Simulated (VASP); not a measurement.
Re, 2 atoms in the cell. It takes space group P6_3/mmc (No. 194, hexagonal). The conventional cell has a = 2.738 Å, b = 2.738 Å, c = 4.415 Å, α = 90.00°, β = 90.00°, γ = 120.00°. Re (site symmetry -6m2) has 12 Re at 2.72 to 2.74 Å within 3.6 Å. 

* Program: VASP 6.6.1
* Task: relaxation of cell and atoms
* Functional: LDA
* Potentials or basis: VASP PAW LDA potentials, release 64 (Re)
* Cutoff: 600 eV
* k mesh: 20 × 20 × 12
* Occupations: fermi-dirac, width 0.08 eV
* Spin: no spin polarisation
* Target pressure: 10 GPa
* Dipole correction: no
* Further INCAR settings: ALGO = Normal; EDIFF = 1e-07; IBRION = 2; EDIFFG = -0.002; NSW = 100; ISIF = 3

Potentials or basis: VASP PAW LDA potentials, release 64 (Re).

The run is started by

```bash
$ cat potpaw_LDA.64/Re/POTCAR > POTCAR
$ mpirun -np 1 vasp_std > vasp.out
```

Hardware: 1 thread of Intel(R) Xeon(R) 6975P-C (Granite Rapids), on a shared host.

How long does it take, and how much memory?

It took 2.3 min on 1 thread of Intel(R) Xeon(R) 6975P-C (Granite Rapids) (shared host), peak memory 0.25 GiB. Counts: scf iterations 46, k points 308, ion steps 7.
